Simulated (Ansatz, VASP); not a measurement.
**InSe: VASP beside Ansatz**

```
CELL_PARAMETERS angstrom
1.98691 1.14715 8.13006
-1.98691 1.14715 8.13006
0.00000 -2.29429 8.13006
ATOMIC_POSITIONS crystal
In 0.11233 0.11233 0.11233
In 0.99989 0.99989 0.99989
Se 0.61459 0.61459 0.61459
Se 0.83089 0.83089 0.83089
```

Alike in both runs: functional LDA; k mesh 9 × 9 × 9; occupations gaussian, width 0.01 eV; no spin polarisation.

Ansatz relaxed the structure, and its values are those at the end. VASP's run is a single point on that final structure, the one shown.

|  | VASP | Ansatz |
| --- | --- | --- |
| version | VASP 6.6.1 | Ansatz 0.2.0 |
| potentials or method | VASP PAW LDA potentials, release 64 (In_d, Se), cutoff 520 eV | scalar-relativistic, plane waves, PAW |
| valence electrons in the cell | 38 | 58 |

```tsv
	VASP	Ansatz	Ansatz less VASP
gap on the k mesh at the Fermi level (eV)	0.47	0.46	-0.009
least direct gap on the mesh (eV)	0.55	0.55	-0.004
pressure (GPa)	0.2	0.0	-0.15
rms of the force components (eV/Å)	0.013	0.000	-0.0124
```

LDA's correlation is that of Perdew and Zunger in VASP and of Perdew and Wang (1992) in Ansatz. VASP's potentials hold 38 valence electrons a cell and Ansatz's 58, so a difference there can come from the potentials and not from the codes.
